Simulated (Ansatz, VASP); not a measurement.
**Ba4AlAs in VASP and in Ansatz**

```
Ba Al As
1.0
     0.00000    4.90992    4.90992
     4.90992    0.00000    4.90992
     4.90992    4.90992    0.00000
Ba Al As
4 1 1
Direct
  0.37648 0.37648 0.87057
  0.87057 0.37648 0.37648
  0.37648 0.37648 0.37648
  0.37648 0.87057 0.37648
  0.00000 0.00000 0.00000
  0.75000 0.75000 0.75000
```

Change from the starting cell: species swapped into the TmCdCu4 type (F-43m, No. 216).

Alike in both runs: functional PBE; k mesh 4 × 4 × 4; occupations gaussian, width 0.1 eV; no spin polarisation.

Ansatz relaxed the structure, and its values are those at the end. VASP's run is a single point on that final structure, the one shown.

```csv
,VASP,Ansatz
version,VASP 6.6.1,Ansatz 0.2.0
potentials or method,"VASP PAW PBE potentials, release 64 (Ba_sv, Al, As), cutoff 500 eV","scalar-relativistic, plane waves, PAW"
valence electrons in the cell,48,58
```

Ansatz gave:

* gap on the k mesh at the Fermi level (eV): none
* pressure (GPa): 0.1
* rms of the force components (eV/Å): 0.021

**Question.** Which values does VASP return?

**Answer.** gap on the k mesh at the Fermi level (eV): none; pressure (GPa): 0.7; rms of the force components (eV/Å): 0.045.

A gap of «none» marks a metal or a gap that the smearing closes. VASP's potentials hold 48 valence electrons a cell and Ansatz's 58, so a difference there can come from the potentials and not from the codes.

Neither program's run includes spin-orbit coupling.
